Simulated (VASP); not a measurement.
Wanted: the native input for a VASP 6.6.1 run.

```
Task                   : single point
Functional             : PBEsol
Potentials or basis    : VASP PAW PBE potentials, release 64 (In_d, Sb)
Cutoff                 : 520 eV
k mesh                 : 12 × 12 × 12
Occupations            : gaussian, width 0.1 eV
Spin                   : non-collinear spin, zero start, spin-orbit coupling
Starting moments       : [[0.0, 0.0, 0.0], [0.0, 0.0, 0.0]] μB
Dipole correction      : no
Further INCAR settings : ALGO = Normal; EDIFF = 1e-06; NBANDS = 30
```

The structure of InSb lies in POSCAR:

```
InSb
1.0
    0.0000000000      3.2599290576      3.2599290576
    3.2599290576      0.0000000000      3.2599290576
    3.2599290576      3.2599290576      0.0000000000
In Sb
1 1
Direct
    0.0000000000      0.0000000000      0.0000000000
    0.2500000000      0.2500000000      0.2500000000
```

These files were run (other wordings do the same):

INCAR

```
SYSTEM = InSb
  ALGO = Normal
  EDIFF = 1E-6
  ENCUT = 520
  GGA = PS
  GGA_COMPAT = .False.
  ISIF = 2
  ISMEAR = 0
  LASPH = .True.
  LCHARG = .False.
  LORBIT = 11
  LORBMOM = .True.
  LREAL = .False.
  LSORBIT = .True.
  LWAVE = .False.
  MAGMOM = 0 0 0 0 0 0
  NBANDS = 30
  NELM = 150
  PREC = Accurate
  SIGMA = 0.1
```

KPOINTS

```
k-points
0
Gamma
  12 12 12
  0 0 0
```

Potentials or basis: VASP PAW PBE potentials, release 64 (In_d, Sb).

Command:

```console
$ cat potpaw_PBE.64/In_d/POTCAR potpaw_PBE.64/Sb/POTCAR > POTCAR
$ mpirun -np 1 vasp_ncl > vasp.out
```

It gave:

```json
{
  "Pressure": "0.0 GPa",
  "Net moment": "0.00 μB per cell",
  "Valence electrons inside the program's atomic spheres": "In 11.44; Sb 2.48"
}
```

Caveat: the PAW data sets were made with another functional, which shifts forces and pressure a little.

Wall time 11 min on 1 thread of Intel Xeon 8259CL, on a shared host, peak memory 0.62 GiB.
